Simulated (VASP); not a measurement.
# C (P6/mmm) in VASP: further runs

The runs below take C through single point, with PBEsol.

Everything below comes from runs of VASP 6.6.1. Logs are shortened: lines on timing, memory, paths and dates and some standing lists are left out, and cuts for length are marked.

### 1 The cell of the first run

It takes space group P6/mmm (No. 191, hexagonal). Conventional cell: a = 5.922 Å, b = 5.922 Å, c = 1.283 Å, α = 90.00°, β = 90.00°, γ = 120.00°. C (site symmetry 6/mmm) has 2 C at 1.28 Å within 1.7 Å. C (site symmetry -6m2) has 2 C at 1.28 Å within 1.7 Å.

### 2 Single point, PBEsol

File INCAR:

```
PREC = Accurate
ENCUT = 520
EDIFF = 1E-7
ISMEAR = -1
SIGMA = 0.1
LREAL = F
LASPH = T
NELM = 60
ALGO = Normal
ISIF = 2
LWAVE = F
LCHARG = F
GGA = PS
NBANDS = 13
```

File KPOINTS:

```
regular mesh
0
Gamma
  7 7 27
```

File POSCAR:

```
C
1.0
    5.9215870908      0.0000000001      0.0000000000
   -2.9607935455      5.1282448513      0.0000000000
    0.0000000000      0.0000000000      1.2827470313
C
3
Direct
    1.0000000000      0.0000000000      0.0000000000
    0.3333333333      0.6666666667      0.5000000000
    0.6666666667      0.3333333333      0.5000000000
```

Potentials or basis: VASP PAW PBE potentials, release 64 (C).

Command:

```
$ cat potpaw_PBE.64/C/POTCAR > POTCAR
$ mpirun -np 1 vasp_std > vasp.out
```

OUTCAR:

```text
PREC = Accurate
   ENCUT = 520
   EDIFF = 1E-7
   ISMEAR = -1
   LREAL = F
   LASPH = T
   NELM = 60
   ISIF = 2
   GGA = PS

 ion  position               nearest neighbor table
   1  0.000  0.000  0.000-
   2  0.333  0.667  0.500-
   3  0.667  0.333  0.500-

  LATTYP: Found a hexagonal cell.
 ALAT       =     5.9215870908
 C/A-ratio  =     0.2166221676

  Lattice vectors:

 A1 = (   5.9215870908,   0.0000000001,   0.0000000000)
 A2 = (  -2.9607935455,   5.1282448513,   0.0000000000)
 A3 = (   0.0000000000,   0.0000000000,   1.2827470313)

Analysis of symmetry for initial positions (statically):
=====================================================================
 Subroutine PRICEL returns:
 Original cell was already a primitive cell.

 Routine SETGRP: Setting up the symmetry group for a
 hexagonal supercell.

 Subroutine GETGRP returns: Found 24 space group operations
 (whereof 24 operations were pure point group operations)
 out of a pool of 24 trial point group operations.

The static configuration has the point symmetry D_6h.

Analysis of symmetry for dynamics (positions and initial velocities):
=====================================================================
 Subroutine PRICEL returns:
 Original cell was already a primitive cell.

 Routine SETGRP: Setting up the symmetry group for a
 hexagonal supercell.

 Subroutine GETGRP returns: Found 24 space group operations
 (whereof 24 operations were pure point group operations)
 out of a pool of 24 trial point group operations.

The dynamic configuration has the point symmetry D_6h.

 Subroutine INISYM returns: Found 24 space group operations
 (whereof 24 operations are pure point group operations),
 and found     1 'primitive' translations

----------------------------------------------------------------------------------------

                                     Primitive cell

  volume of cell :      38.9536

  direct lattice vectors                    reciprocal lattice vectors
     5.921587091  0.000000000  0.000000000     0.168873646  0.097499245  0.000000000
    -2.960793546  5.128244851  0.000000000    -0.000000000  0.194998490  0.000000000
     0.000000000  0.000000000  1.282747031     0.000000000  0.000000000  0.779576936

  length of vectors
     5.921587091  5.921587091  1.282747031     0.194998490  0.194998490  0.779576936

  position of ions in fractional coordinates (direct lattice)
     0.000000000  0.000000000  0.000000000
     0.333333333  0.666666667  0.500000000
     0.666666667  0.333333333  0.500000000

  ion indices of the primitive-cell ions
   primitive index   ion index
                 1           1
                 2           2
                 3           3

----------------------------------------------------------------------------------------

 KPOINTS: regular mesh

Automatic generation of k-mesh.
 Grid dimensions read from file:
 generate k-points for:    7    7   27

 Generating k-lattice:

  Cartesian coordinates                     Fractional coordinates (reciprocal lattice)
     0.024124807  0.013928464  0.000000000     0.142857143  0.000000000  0.000000000
    -0.000000000  0.027856927  0.000000000     0.000000000  0.142857143  0.000000000
     0.000000000  0.000000000  0.028873220     0.000000000  0.000000000  0.037037037

  Length of vectors
     0.027856927  0.027856927  0.028873220

  Shift w.r.t. Gamma in fractional coordinates (k-lattice)
     0.000000000  0.000000000  0.000000000

 Subroutine IBZKPT returns following result:
 ===========================================

 Found    112 irreducible k-points:

 Following reciprocal coordinates:
            Coordinates               Weight
  0.000000  0.000000  0.000000      1.000000
  0.142857 -0.000000  0.000000      6.000000
  0.285714 -0.000000  0.000000      6.000000
  0.428571  0.000000  0.000000      6.000000
  0.142857  0.142857  0.000000      6.000000
  0.285714  0.142857  0.000000     12.000000
[... 16 lines left out ...]
  0.428571  0.142857  0.074074     12.000000
  0.285714  0.285714  0.074074     12.000000
 [... further k-points ...]
   k-points           NKPTS =    112   k-points in BZ     NKDIM =    112   number of bands    NBANDS=     13
   number of dos      NEDOS =    301   number of ions     NIONS =      3
   total plane-waves  NPLWV =  23040
   dimension x,y,z NGX =    48 NGY =   48 NGZ =   10
   dimension x,y,z NGXF=    96 NGYF=   96 NGZF=   20
   ions per type =               3
   NGX,Y,Z   is equivalent  to a cutoff of  13.48, 13.48, 12.96 a.u.
   NGXF,Y,Z  is equivalent  to a cutoff of  26.95, 26.95, 25.92 a.u.
 SYSTEM =  unknown system
   PREC   = accura    normal or accurate (medium, high low for compatibility)
   ISTART =      0    job   : 0-new  1-cont  2-samecut
   ICHARG =      2    charge: 1-file 2-atom 10-const
   ISPIN  =      1    spin polarized calculation?
   LNONCOLLINEAR =      F non collinear calculations
   LSORBIT =      F    spin-orbit coupling
   LASPH  =      T    aspherical Exc in radial PAW
   ENCUT  =  520.0 eV  38.22 Ry    6.18 a.u.  11.01 11.01  2.39*2*pi/ulx,y,z
   NELM   =     60;   NELMIN=  2; NELMDL= -5     # of ELM steps
   EDIFF  = 0.1E-06   stopping-criterion for ELM
   LREAL  =      F    real-space projection
   EDIFFG = 0.1E-05   stopping-criterion for IOM
   NSW    =      0    number of steps for IOM
   IBRION =     -1    ionic relax: 0-MD 1-quasi-New 2-CG
   NFREE  =      0    steps in history (QN), initial steepest desc. (CG)
   ISIF   =      2    stress and relaxation
   ISYM   =      2    0-nonsym 1-usesym 2-fastsym
   POTIM  = 0.5000    time-step for ionic-motion
   TEBEG  =    0.0;   TEEND  =   0.0 temperature during run
   PSTRESS=    0.0 pullay stress
   NELECT =      12.0000    total number of electrons
   NUPDOWN=      -1.0000    fix difference up-down
   EMIN   =  10.00;   EMAX   =-10.00  energy-range for DOS
   EFERMI =   0.00;   METHOD = LEGACY
   ISMEAR =    -1;   SIGMA  =   0.10  broadening in eV -4-tet -1-fermi 0-gaus
   EFERMI_NEDOS =   21; number of points for ismear=-14 and -15
   IALGO  =     38    algorithm
   IMIX   =      4    mixing-type and parameters
     AMIX     =   0.40;   BMIX     =  1.00
     AMIX_MAG =   1.60;   BMIX_MAG =  1.00
  volume/ion in A,a.u.               =      12.98        87.62
  Fermi-wavevector in a.u.,A,eV,Ry     =   1.105654  2.089383 16.632728  1.222471
  Thomas-Fermi vector in A             =   2.242144
   LORBIT       =      0    0 simple, 1 ext, 2 COOP (PROOUT), +10 PAW based schemes
   GGA     = PS    functional components
   LHFCALC =     F    Hartree Fock is set to
   AEXX    =    0.0000 exact exchange contribution
   IVDW    =     0    specifies the selected vdW correction
   LEPSILON=     F    determine dielectric tensor
   LRPA    =     F    only Hartree local field effects (RPA)
 non-spin polarized calculation
  energy-cutoff  :      520.00
  volume of cell :       38.95
 maximum number of plane-waves:      1083
 NGX is ok and might be reduce to    48
   NGX = 21   NGY = 21   NGZ =  5

 number of electron      11.9999999 magnetization

 Free energy of the ion-electron system (eV)
  ---------------------------------------------------
  ext. energy  EPLUGINS =         0.00000000
  ---------------------------------------------------
  free energy    TOTEN  =       -25.66458312 eV

  energy without entropy =      -25.64429332  energy(sigma->0) =      -25.65443822

 E-fermi :   0.7938     XC(G=0):  -8.8441

 val. band max:        0.7634280314   @ k =   0.0000   0.0000   0.2222
 cond. band min:       0.8527191946   @ k =   0.4286   0.0000   0.2593
 fundamental gap:      0.0892911632
 Fermi energy:         0.7937888516

 k-point     1 :       0.0000    0.0000    0.0000
  band No.  band energies     occupation
      1     -15.6140      2.00000
      2     -15.0409      2.00000
      3     -15.0409      2.00000
      4      -4.8788      2.00000
      5      -4.8788      2.00000
      6      -4.8788      2.00000
      7      -4.8788      2.00000
      8      -3.3901      2.00000
      9      -3.3901      2.00000
     10       6.0070      0.00000
     11      10.5732      0.00000
     12      10.5732      0.00000
     13      10.5732      0.00000

 k-point     2 :       0.1429   -0.0000    0.0000
  band No.  band energies     occupation
      1     -15.5838      2.00000
      2     -15.0624      2.00000
      3     -15.0558      2.00000
      4      -5.1548      2.00000
      5      -5.0904      2.00000
      6      -4.5580      2.00000
      7      -4.5142      2.00000
      8      -3.5514      2.00000
      9      -3.4216      2.00000
     10       6.2601      0.00000
     11       9.8182      0.00000
     12      10.2353      0.00000
     13      10.5416      0.00000

 k-point     3 :       0.2857   -0.0000    0.0000
  band No.  band energies     occupation
      1     -15.4988      2.00000
      2     -15.1323      2.00000
      3     -15.0842      2.00000
      4      -5.3559      2.00000
      5      -5.0826      2.00000
      6      -4.2292      2.00000
      7      -4.1209      2.00000
      8      -3.9563      2.00000
      9      -3.5191      2.00000
     10       6.9348      0.00000
     11       8.8742      0.00000
     12       9.8343      0.00000
     13      10.1324      0.00000
[... 305 lines left out ...]
 k-point    23 :       0.4286    0.1429    0.0741
  band No.  band energies     occupation
      1     -15.0124      2.00000
      2     -15.0122      2.00000
      3     -14.8566      2.00000
      4      -4.9072      2.00000
      5      -4.2824      2.00000
      6      -4.2823      2.00000
      7      -3.3341      2.00000
      8      -3.2875      2.00000
      9      -3.2874      2.00000
     10       8.6702      0.00000
     11       8.6702      0.00000
     12       8.6753      0.00000
     13      11.1920      0.00000

 k-point    24 :       0.2857    0.2857    0.0741
  band No.  band energies     occupation
      1     -15.0313      2.00000
      2     -14.9257      2.00000
      3     -14.9257      2.00000
      4      -4.6454      2.00000
      5      -4.6454      2.00000
      6      -4.2670      2.00000
      7      -3.3083      2.00000
      8      -3.3083      2.00000
      9      -3.1932      2.00000
     10       8.4053      0.00000
     11       8.7605      0.00000
     12       8.7605      0.00000
     13      11.3968      0.00000

 [... further k-points ...]
[... 5 lines left out ...]
  --------------------------------------------------------------------------------------
  -------------------------------------------------------------------------------------
  Total        0.2591759      0.2591759     -0.4000578     -0.0000000      0.0000000      0.0000000
  in kB       10.6600013     10.6600013    -16.4545264     -0.0000000      0.0000000      0.0000000
  external PRESSURE =       1.6218254 kB  Pullay stress =       0.0000000 kB

 VOLUME and BASIS-vectors are now :
 -----------------------------------------------------------------------------
  energy-cutoff  :      520.00
  volume of cell :       38.95
      direct lattice vectors                 reciprocal lattice vectors
     5.921587091  0.000000000  0.000000000     0.168873646  0.097499245  0.000000000
    -2.960793546  5.128244851  0.000000000    -0.000000000  0.194998490  0.000000000
     0.000000000  0.000000000  1.282747031     0.000000000  0.000000000  0.779576936

 POSITION                                       TOTAL-FORCE (eV/Angst)
 -----------------------------------------------------------------------------------
      0.00000      0.00000      0.00000         0.000000      0.000000      0.000000
     -0.00000      3.41883      0.64137         0.000000     -0.000000     -0.000000
      2.96079      1.70941      0.64137         0.000000      0.000000      0.000000
 -----------------------------------------------------------------------------------
    total drift:                               -0.000000      0.000000      0.000000

  FREE ENERGIE OF THE ION-ELECTRON SYSTEM (eV)
  ---------------------------------------------------
  free  energy   TOTEN  =       -25.6645831174 eV

  energy  without entropy=      -25.6442933235  energy(sigma->0) =      -25.65443822
```

Wall time 28 s (1 thread of Intel Xeon 6975P-C, shared host); peak memory 0.18 GiB.

Results:

```yaml
Free_energy: -25.6646 eV
Pressure: 0.2 GPa
Band_gap_on_the_k_mesh: zero (band 6 reaches 10.38 eV, above the bottom of band 7 at -4.88 eV)
```

Caveat: the PAW data sets were made with another functional, which shifts forces and pressure a little.

### 3 Single point, PBEsol (volume scaled by 1.04)

File INCAR:

```
  PREC = Accurate
  ENCUT = 520
  EDIFF = 1E-7
  ISMEAR = -1
  SIGMA = 0.1
  LREAL = False
  LASPH = True
  NELM = 60
  ALGO = Normal
  ISIF = 2
  LWAVE = False
  LCHARG = False
  GGA = PS
  NBANDS = 13
```

File KPOINTS:

```
Automatic mesh
0
Gamma
  7 7 27
```

File POSCAR:

```
C
1.0
    5.9995116466      0.0000000001      0.0000000000
   -2.9997558233      5.1957294962      0.0000000000
    0.0000000000      0.0000000000      1.2996272175
C
3
Direct
    1.0000000000      0.0000000000      0.0000000000
    0.3333333333      0.6666666667      0.5000000000
    0.6666666667      0.3333333333      0.5000000000
```

Potentials or basis: VASP PAW PBE potentials, release 64 (C).

Command:

```
$ cat potpaw_PBE.64/C/POTCAR > POTCAR
$ mpirun -np 1 vasp_std > vasp.out
```

It took 28 s on 1 thread of Intel Xeon 6975P-C, shared host; peak memory 0.18 GiB.

It converged, with:

```yaml
Free_energy: -25.6348 eV
Pressure: -6.3 GPa
Band_gap_on_the_k_mesh: zero (band 6 reaches 9.52 eV, above the bottom of band 7 at -4.93 eV)
```

Stress tensor (GPa, compression positive):
```
  0.80   0.00   0.00
  0.00   0.80   0.00
  0.00   0.00 -20.37
```

Levels at points of the mesh, in eV from the Fermi level:
```csv
k point,band 4,band 5,band 6,band 7,band 8,band 9,band 10,band 11
"(0.00, 0.00, 0.00)",-5.50,-5.50,-5.50,-5.50,-4.09,-4.09,5.14,9.65
```

Caveat: the PAW data sets were made with another functional, which shifts forces and pressure a little.

(Part 1 of 2 ends here.)
